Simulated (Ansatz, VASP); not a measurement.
## Two plane-wave programs on NaCl

File POSCAR:

```
NaCl
1.0
    0.0000000000      2.7835015695      2.7835015695
    2.7835015695      0.0000000000      2.7835015695
    2.7835015695      2.7835015695      0.0000000000
Na Cl
1 1
Direct
    0.0000000000      0.0000000000      0.0000000000
    0.5000000000      0.5000000000      0.5000000000
```

File INCAR.step1:

```
SYSTEM = NaCl
ALGO     = Normal         ! electronic algorithm
EDIFF    = 1E-5           ! SCF threshold, eV
ENCUT    = 400            ! plane-wave cutoff, eV
GGA      = PE             ! functional
GGA_COMPAT= .FALSE.      
ISIF     = 2              ! what is computed and relaxed
ISMEAR   = 0              ! smearing method
LASPH    = .TRUE.         ! aspherical terms in the spheres
LCHARG   = .FALSE.        ! write CHGCAR
LREAL    = .FALSE.        ! projectors in reciprocal space
LWAVE    = .TRUE.         ! write WAVECAR
NBANDS   = 14             ! bands
NELM     = 120            ! most SCF steps
PREC     = Accurate       ! precision mode
SIGMA    = 0.01           ! smearing width, eV
```

The input INCAR.step2:

```
SYSTEM = NaCl
ALGO     = Normal         ! electronic algorithm
EDIFF    = 1E-6           ! SCF threshold, eV
ENCUT    = 400            ! plane-wave cutoff, eV
GGA      = PE             ! functional
GGA_COMPAT= .FALSE.      
HFSCREEN = 0.2079         ! screening, 1/A
ISIF     = 2              ! what is computed and relaxed
ISMEAR   = 0              ! smearing method
ISTART   = 1            
LASPH    = .TRUE.         ! aspherical terms in the spheres
LCHARG   = .FALSE.        ! write CHGCAR
LHFCALC  = .TRUE.         ! exact exchange
LREAL    = .FALSE.        ! projectors in reciprocal space
LWAVE    = .FALSE.        ! write WAVECAR
NBANDS   = 14             ! bands
NELM     = 120            ! most SCF steps
PREC     = Accurate       ! precision mode
PRECFOCK = Normal       
SIGMA    = 0.01           ! smearing width, eV
```

Contents of KPOINTS:

```
k-points
0
G
  6 6 6
  0 0 0
```

Input for Ansatz:

```yaml
crystal:
  lattice:
    - [0.0, 2.7835015695, 2.7835015695]
    - [2.7835015695, 0.0, 2.7835015695]
    - [2.7835015695, 2.7835015695, 0.0]
  atoms:
    - { symbol: Na, position: [0.0, 0.0, 0.0] }
    - { symbol: Cl, position: [0.5, 0.5, 0.5] }
basis:
  ecutwfc: 420
kpoints:
  mp_grid: { grid: [6, 6, 6] }
  band_path:
    path:
      - [0.0, 0.0, 0.0]
      - [0.5, 0.0, 0.5]
      - [0.625, 0.25, 0.625]
      - [0.375, 0.375, 0.75]
      - [0.5, 0.5, 0.5]
      - [0.5, 0.25, 0.75]
    npoints: 1
hamiltonian:
  xc: hse06
  pseudopotentials: { kind: paw, azcp: { folder: soft_1 } }
scf:
  occupations: { method: fixed }
  n_extra_bands: 4
output:
  forces: true
  stress: true
  eigenvalues: true
```

Alike in both runs: task single point; functional HSE06; k mesh 6 × 6 × 6; no spin polarisation.

|  | VASP | Ansatz |
| --- | --- | --- |
| version | VASP 6.6.1 | Ansatz 0.2.0 |
| potentials or method | VASP PAW PBE potentials, release 64 (Na_pv, Cl), cutoff 400 eV | scalar-relativistic, plane waves, PAW |
| occupations | gaussian, width 0.01 eV | fixed |
| valence electrons in the cell | 14 | 16 |

|  | VASP | Ansatz | Ansatz less VASP |
| --- | --- | --- | --- |
| gap on the k mesh at the Fermi level (eV) | 6.64 | 6.65 | +0.010 |
| least direct gap on the mesh (eV) | 6.64 | 6.65 | +0.010 |
| pressure (GPa) | 1.1 | 1.3 | +0.15 |

VASP's potentials hold 14 valence electrons a cell and Ansatz's 16, so a difference there can come from the potentials and not from the codes. Ansatz's warnings: stress exchange threshold loose, stress scf threshold loose.
